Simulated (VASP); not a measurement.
# Sb (Pm-3m) in VASP: a series of runs, part 2 of 2

VASP 6.6.1. The steps go on from the part before.

## 4. Single point, PBEsol

This run uses another cell than the first one, of 30.92 Å³/atom, 1.043 times its volume.

Contents of INCAR:

```
PREC = Accurate ; ENCUT = 520
EDIFF = 1E-7 ; ISMEAR = -1
SIGMA = 0.05 ; LREAL = F
LASPH = T ; NELM = 60
ALGO = Normal ; ISIF = 2
LWAVE = F ; LCHARG = F
GGA = PS ; NBANDS = 8
```

Contents of KPOINTS:

```
regular mesh
0
Gamma
  9 9 9
```

Contents of POSCAR:

```
Sb
1.0
    3.1387913073      0.0000000000      0.0000000000
    0.0000000000      3.1387913073      0.0000000000
    0.0000000000      0.0000000000      3.1387913073
Sb
1
Direct
    0.0000000000      0.0000000000      0.0000000000
```

Potentials or basis: VASP PAW PBE potentials, release 64 (Sb).

Run with:

```bash
> cat potpaw_PBE.64/Sb/POTCAR > POTCAR
> mpirun -np 1 vasp_std > vasp.out
```

OUTCAR:

```text
PREC = Accurate
   ENCUT = 520
   EDIFF = 1E-7
   ISMEAR = -1
   LREAL = F
   LASPH = T
   NELM = 60
   ISIF = 2
   GGA = PS

 ion  position               nearest neighbor table
   1  0.000  0.000  0.000-

  LATTYP: Found a simple cubic cell.
 ALAT       =     3.1387913073

  Lattice vectors:

 A1 = (   3.1387913073,   0.0000000000,   0.0000000000)
 A2 = (   0.0000000000,   3.1387913073,   0.0000000000)
 A3 = (   0.0000000000,   0.0000000000,   3.1387913073)

Analysis of symmetry for initial positions (statically):
=====================================================================
 Subroutine PRICEL returns:
 Original cell was already a primitive cell.

 Routine SETGRP: Setting up the symmetry group for a
 simple cubic supercell.

 Subroutine GETGRP returns: Found 48 space group operations
 (whereof 48 operations were pure point group operations)
 out of a pool of 48 trial point group operations.

The static configuration has the point symmetry O_h .

Analysis of symmetry for dynamics (positions and initial velocities):
=====================================================================
 Subroutine PRICEL returns:
 Original cell was already a primitive cell.

 Routine SETGRP: Setting up the symmetry group for a
 simple cubic supercell.

 Subroutine GETGRP returns: Found 48 space group operations
 (whereof 48 operations were pure point group operations)
 out of a pool of 48 trial point group operations.

The dynamic configuration has the point symmetry O_h .

 Subroutine INISYM returns: Found 48 space group operations
 (whereof 48 operations are pure point group operations),
 and found     1 'primitive' translations

----------------------------------------------------------------------------------------

                                     Primitive cell

[... 102 lines left out ...]
   EFERMI =   0.00;   METHOD = LEGACY
   ISMEAR =    -1;   SIGMA  =   0.05  broadening in eV -4-tet -1-fermi 0-gaus
   EFERMI_NEDOS =   21; number of points for ismear=-14 and -15
   IALGO  =     38    algorithm
   IMIX   =      4    mixing-type and parameters
     AMIX     =   0.40;   BMIX     =  1.00
     AMIX_MAG =   1.60;   BMIX_MAG =  1.00
  volume/ion in A,a.u.               =      30.92       208.68
  Fermi-wavevector in a.u.,A,eV,Ry     =   0.891872  1.685393 10.822552  0.795435
  Thomas-Fermi vector in A             =   2.013748
   LORBIT       =      0    0 simple, 1 ext, 2 COOP (PROOUT), +10 PAW based schemes
   GGA     = PS    functional components
   LHFCALC =     F    Hartree Fock is set to
   AEXX    =    0.0000 exact exchange contribution
   IVDW    =     0    specifies the selected vdW correction
   LEPSILON=     F    determine dielectric tensor
   LRPA    =     F    only Hartree local field effects (RPA)
 non-spin polarized calculation
  energy-cutoff  :      520.00
  volume of cell :       30.92
 maximum number of plane-waves:       855
 NGX is ok and might be reduce to    24
   NGX = 11   NGY = 11   NGZ = 11

 number of electron       5.0000000 magnetization

 Free energy of the ion-electron system (eV)
  ---------------------------------------------------
  ext. energy  EPLUGINS =         0.00000000
  ---------------------------------------------------
  free energy    TOTEN  =        -4.50606468 eV

  energy without entropy =       -4.50038317  energy(sigma->0) =       -4.50322392

 E-fermi :   6.6157     XC(G=0):  -9.6062

 val. band max:        6.5919070639   @ k =   0.4444   0.3333   0.3333
 cond. band min:       6.6235636181   @ k =   0.3333   0.2222   0.0000
 fundamental gap:      0.0316565542
 Fermi energy:         6.6156997592

 k-point     1 :       0.0000    0.0000    0.0000
  band No.  band energies     occupation
      1      -5.5923      2.00000
      2       9.7065      0.00000
      3       9.7065      0.00000
      4       9.7065      0.00000
      5      13.4512      0.00000
      6      13.4512      0.00000
      7      14.4557      0.00000
      8      24.0567      0.00000
[... 243 lines left out ...]
 k-point    24 :       0.4444    0.3333    0.1111
  band No.  band energies     occupation
      1      -1.7869      2.00000
      2       2.8846      2.00000
      3       5.0734      2.00000
      4      10.5754      0.00000
      5      11.2349      0.00000
      6      16.3611      0.00000
      7      18.1026      0.00000
      8      19.6848      0.00000

 [... further k-points ...]
[... 5 lines left out ...]
  --------------------------------------------------------------------------------------
  -------------------------------------------------------------------------------------
  Total       -0.7817259     -0.7817259     -0.7817259     -0.0000000      0.0000000      0.0000000
  in kB      -40.5021199    -40.5021199    -40.5021199     -0.0000000      0.0000000      0.0000000
  external PRESSURE =     -40.5021199 kB  Pullay stress =       0.0000000 kB

 VOLUME and BASIS-vectors are now :
 -----------------------------------------------------------------------------
  energy-cutoff  :      520.00
  volume of cell :       30.92
      direct lattice vectors                 reciprocal lattice vectors
     3.138791307  0.000000000  0.000000000     0.318593975  0.000000000  0.000000000
     0.000000000  3.138791307  0.000000000     0.000000000  0.318593975  0.000000000
     0.000000000  0.000000000  3.138791307     0.000000000  0.000000000  0.318593975

 POSITION                                       TOTAL-FORCE (eV/Angst)
 -----------------------------------------------------------------------------------
      0.00000      0.00000      0.00000         0.000000      0.000000      0.000000
 -----------------------------------------------------------------------------------
    total drift:                               -0.000000      0.000000      0.000000

  FREE ENERGIE OF THE ION-ELECTRON SYSTEM (eV)
  ---------------------------------------------------
  free  energy   TOTEN  =        -4.5060646781 eV

  energy  without entropy=       -4.5003831716  energy(sigma->0) =       -4.50322392
```

OSZICAR:

```text
N       E                     dE             d eps       ncg     rms          rms(c)
DAV:   1     0.512331593888E+01    0.51233E+01   -0.16136E+03   560   0.400E+02
DAV:   2    -0.439279099722E+01   -0.95161E+01   -0.93021E+01   808   0.518E+01
DAV:   3    -0.450707017448E+01   -0.11428E+00   -0.11423E+00   632   0.660E+00
DAV:   4    -0.450760867762E+01   -0.53850E-03   -0.53850E-03   904   0.568E-01
DAV:   5    -0.450761151812E+01   -0.28405E-05   -0.28405E-05   696   0.265E-02    0.173E+00
DAV:   6    -0.450669507702E+01    0.91644E-03   -0.70449E-04   712   0.148E-01    0.101E+00
DAV:   7    -0.450605951069E+01    0.63557E-03   -0.15884E-03   576   0.219E-01    0.604E-02
DAV:   8    -0.450606408665E+01   -0.45760E-05   -0.43862E-05   784   0.444E-02    0.494E-03
DAV:   9    -0.450606485739E+01   -0.77075E-06   -0.78219E-07   768   0.644E-03    0.200E-03
DAV:  10    -0.450606464219E+01    0.21520E-06   -0.23518E-07   712   0.241E-03    0.285E-04
DAV:  11    -0.450606467807E+01   -0.35879E-07   -0.34087E-09   432   0.389E-04
   1 F= -.45060647E+01 E0= -.45032239E+01  d E =-.568151E-02
```

Run time: 6.5 s. Hardware: 1 thread of Intel Xeon 8259CL, shared host; peak memory 0.14 GiB.

What came out:

* Free energy: -4.5061 eV
* Pressure: -4.1 GPa

Levels at points of the mesh, in eV from the Fermi level:
```csv
k point,band 1,band 2,band 3,band 4,band 5
"(0.00, 0.00, 0.00)",-12.21,3.09,3.09,3.09,6.84
```

Caveat: the PAW data sets were made with another functional, which shifts forces and pressure a little; spin-orbit coupling is left out, which moves the levels of the heavy elements.

## 5. Single point, PBEsol

This run uses another cell than the first one, of 31.55 Å³/atom, 1.064 times its volume.

Contents of INCAR:

```
  ALGO = Normal
  EDIFF = 1E-7
  ENCUT = 520
  GGA = PS
  ISIF = 2
  ISMEAR = -1
  LASPH = T
  LCHARG = F
  LREAL = F
  LWAVE = F
  NBANDS = 8
  NELM = 100
  PREC = Accurate
  SIGMA = 0.05
```

Contents of KPOINTS:

```
k-points
0
Gamma
  9 9 9
```

Contents of POSCAR:

```
Sb
1.0
    3.1600000000      0.0000000000      0.0000000000
    0.0000000000      3.1600000000      0.0000000000
    0.0000000000      0.0000000000      3.1600000000
Sb
1
Direct
    0.0000000000      0.0000000000      0.0000000000
```

Run with:

```bash
> cat potpaw_PBE.64/Sb/POTCAR > POTCAR
> mpirun -np 1 vasp_std > vasp.out
```

Run time: 5.8 s. Hardware: 1 thread of Intel Xeon 8259CL, shared host; peak memory 0.14 GiB.

Results (log left out):

- Free energy: -4.4885 eV
- Pressure: -4.9 GPa

Levels at points of the mesh, in eV from the Fermi level:
```tsv
k point	band 1	band 2	band 3	band 4	band 5	band 6
(0.00, 0.00, 0.00)	-12.05	3.05	3.05	3.05	6.83	6.83
```

Caveat: the PAW data sets were made with another functional, which shifts forces and pressure a little; spin-orbit coupling is left out, which moves the levels of the heavy elements.

## 6. Single point, PBEsol

This run uses another cell than the first one, of 32.19 Å³/atom, 1.085 times its volume.

Contents of INCAR:

```
  PREC = Accurate
  ENCUT = 520
  EDIFF = 1E-7
  ISMEAR = -1
  SIGMA = 0.05
  LREAL = F
  LASPH = T
  NELM = 80
  ALGO = Normal
  ISIF = 2
  LWAVE = F
  LCHARG = F
  GGA = PS
  NBANDS = 8
```

Contents of KPOINTS:

```
regular mesh
0
Gamma
  9 9 9
```

Contents of POSCAR:

```
Sb
1.0
    3.1809277622      0.0000000000      0.0000000000
    0.0000000000      3.1809277622      0.0000000000
    0.0000000000      0.0000000000      3.1809277622
Sb
1
Direct
    0.0000000000      0.0000000000      0.0000000000
```

Potentials or basis: VASP PAW PBE potentials, release 64 (Sb).

Run with:

```bash
> cat potpaw_PBE.64/Sb/POTCAR > POTCAR
> mpirun -np 1 vasp_std > vasp.out
```

Wall time 6 s (1 thread of Intel Xeon 8259CL, shared host); peak memory 0.13 GiB.

The run converged. Its results:

- Free energy: -4.4679 eV
- Pressure: -5.6 GPa

Levels at points of the mesh, in eV from the Fermi level:
| k point | band 1 | band 2 | band 3 | band 4 | band 5 |
| --- | --- | --- | --- | --- | --- |
| (0.00, 0.00, 0.00) | -11.89 | 3.02 | 3.02 | 3.02 | 6.82 |

Caveat: the PAW data sets were made with another functional, which shifts forces and pressure a little; spin-orbit coupling is left out, which moves the levels of the heavy elements.

## 7. The runs side by side

```tsv
cell	gap on the mesh (eV)	pressure (GPa)
a = 3.095 Å, 1 atom	none	-2.1
a = 3.117 Å, 1 atom	none	-3.1
a = 3.139 Å, 1 atom	none	-4.1
a = 3.160 Å, 1 atom	none	-4.9
a = 3.181 Å, 1 atom	none	-5.6
```

Alike in all rows: task single point; level PBEsol; potentials or basis VASP PAW PBE potentials, release 64 (Sb); no spin polarisation; k mesh 9 × 9 × 9; cutoff (eV) 520; smearing fermi-dirac 0.05 eV.

Caveats: the PAW data sets were made with another functional, which shifts forces and pressure a little; spin-orbit coupling is left out, which moves the levels of the heavy elements.

Total energies depend on the potentials used, so only differences within one code and one set of settings carry meaning.
